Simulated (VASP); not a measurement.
Write the native input for VASP 6.6.1 that does the following.

```yaml
Task: single point
Functional: PBE
Potentials_or_basis: VASP PAW PBE potentials, release 64 (Ag, Cl)
Cutoff: 500 eV
k_mesh: 8 × 8 × 8
Occupations: gaussian, width 0.02 eV
Spin: no spin polarisation
Dipole_correction: no
Further_INCAR_settings: ALGO = Normal; EDIFF = 1e-06; NBANDS = 16
```

The structure of AgCl lies in POSCAR:

```
AgCl
1.0
    0.0000000000      2.8045367217      2.8045367217
    2.8045367217      0.0000000000      2.8045367217
    2.8045367217      2.8045367217      0.0000000000
Ag Cl
1 1
Direct
    0.0000000000      0.0000000000      0.0000000000
    0.5000000000      0.5000000000      0.5000000000
```

These files were run (other wordings do the same):

INCAR

```
PREC     = Accurate       # precision mode
ENCUT    = 500            # plane-wave cutoff, eV
EDIFF    = 1E-6           # SCF threshold, eV
ISMEAR   = 0              # smearing method
SIGMA    = 0.02           # smearing width, eV
LREAL    = False          # projectors in reciprocal space
LASPH    = True           # aspherical terms in the spheres
NELM     = 120            # most SCF steps
ALGO     = Normal         # electronic algorithm
ISIF     = 2              # what is computed and relaxed
LWAVE    = False          # write WAVECAR
LCHARG   = False          # write CHGCAR
GGA      = PE             # functional
NBANDS   = 16             # bands
GGA_COMPAT= False
```

KPOINTS

```
Automatic mesh
0
Gamma
  8 8 8
```

Potentials or basis: VASP PAW PBE potentials, release 64 (Ag, Cl).

Command:

```sh
$ cat potpaw_PBE.64/Ag/POTCAR potpaw_PBE.64/Cl/POTCAR > POTCAR
$ mpirun -np 1 vasp_std > vasp.out
```

It gave:

| Item | Value |
| --- | --- |
| Pressure | -0.1 GPa |
| Band gap on the k mesh | 0.92 eV, indirect (least direct gap 3.08 eV) |

Wall time 37 s on 1 thread of Intel Xeon 8259CL, with other jobs on the host, peak memory 0.17 GiB.
